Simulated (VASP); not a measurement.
Set up this calculation in VASP 6.6.1, as the native input.

```
Task                   : single point
Functional             : PBE
Potentials or basis    : VASP PAW PBE potentials, release 64 (Sn_d, Te)
Cutoff                 : 500 eV
k mesh                 : 6 × 6 × 6
Occupations            : fermi-dirac, width 0.02 eV
Spin                   : non-collinear spin, zero start, spin-orbit coupling
Starting moments       : [[0.0, 0.0, 0.0], [0.0, 0.0, 0.0]] μB
Dipole correction      : no
Further INCAR settings : ALGO = Normal; EDIFF = 1e-06; NBANDS = 32
```

The structure of SnTe lies in POSCAR:

```
SnTe
1.0
    0.0000000000      3.5839840079      3.5839840079
    3.5839840079      0.0000000000      3.5839840079
    3.5839840079      3.5839840079      0.0000000000
Sn Te
1 1
Direct
    0.0000000000      0.0000000000      0.0000000000
    0.2500000000      0.2500000000      0.2500000000
```

The input as run:

INCAR

```
ALGO = Normal ; EDIFF = 1E-6
ENCUT = 500 ; GGA = PE
GGA_COMPAT = False ; ISIF = 2
ISMEAR = -1 ; LASPH = True
LCHARG = True ; LORBIT = 11
LORBMOM = True ; LREAL = False
LSORBIT = True ; LVHAR = True
LWAVE = False ; MAGMOM = 0 0 0 0 0 0
NBANDS = 32 ; NELM = 200
PREC = Accurate ; SIGMA = 0.02
```

KPOINTS

```
k-points
0
Gamma
  6 6 6
```

Potentials or basis: VASP PAW PBE potentials, release 64 (Sn_d, Te).

Command:

```console
$ cat potpaw_PBE.64/Sn_d/POTCAR potpaw_PBE.64/Te/POTCAR > POTCAR
$ mpirun -np 1 vasp_ncl > vasp.out
```

It gave:

```
Pressure                                              : 0.5 GPa
Net moment                                            : 0.00 μB per cell
Valence electrons inside the program's atomic spheres : Sn 12.07; Te 3.37
```

It took 2.1 min on 1 thread of AMD EPYC 9R45 96-Core Processor (Zen 5), with other jobs on the host, peak memory 0.5 GiB.
